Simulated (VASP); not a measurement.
Wanted: the native input for a VASP 6.6.1 run.

* Task: single point
* Functional: PBE
* Potentials or basis: VASP PAW PBE potentials, release 64 (Zn, Se)
* Cutoff: 520 eV
* k mesh: 4 × 4 × 4
* Occupations: gaussian, width 0.01 eV
* Spin: no spin polarisation
* Dipole correction: no
* Further INCAR settings: ALGO = Normal; EDIFF = 1e-07; NBANDS = 16

The structure of ZnSe lies in POSCAR:

```
ZnSe
1.0
    0.0000000000      2.7191238570      2.7191238570
    2.7191238570      0.0000000000      2.7191238570
    2.7191238570      2.7191238570      0.0000000000
Zn Se
1 1
Direct
    0.0000000000      0.0000000000      0.0000000000
    0.2500000000      0.2500000000      0.2500000000
```

This cell differs from its parent crystal: strain -4.0%.

One way to write it, as run:

INCAR

```
PREC = Accurate ; ENCUT = 520
EDIFF = 1E-7 ; ISMEAR = 0
SIGMA = 0.01 ; LREAL = False
LASPH = True ; NELM = 100
ALGO = Normal ; ISIF = 2
LWAVE = False ; LCHARG = False
GGA = PE ; NBANDS = 16
```

KPOINTS

```
Automatic mesh
0
Gamma
  4 4 4
```

Potentials or basis: VASP PAW PBE potentials, release 64 (Zn, Se).

Run with:

```sh
$ cat potpaw_PBE.64/Zn/POTCAR potpaw_PBE.64/Se/POTCAR > POTCAR
$ mpirun -np 1 vasp_std > vasp.out
```

It gave:

| Property | Result |
| --- | --- |
| Pressure | 13.7 GPa |
| Band gap on the k mesh | 1.81 eV, direct |

Caveat: the k points lie up to 0.50 Å⁻¹ apart; the cell differs from its parent crystal (strain -4.0%).

Run time: 8.6 s on 1 thread of AMD EPYC 7R43 64-Core Processor (Zen 3), with other jobs on the host, peak memory 0.13 GiB.
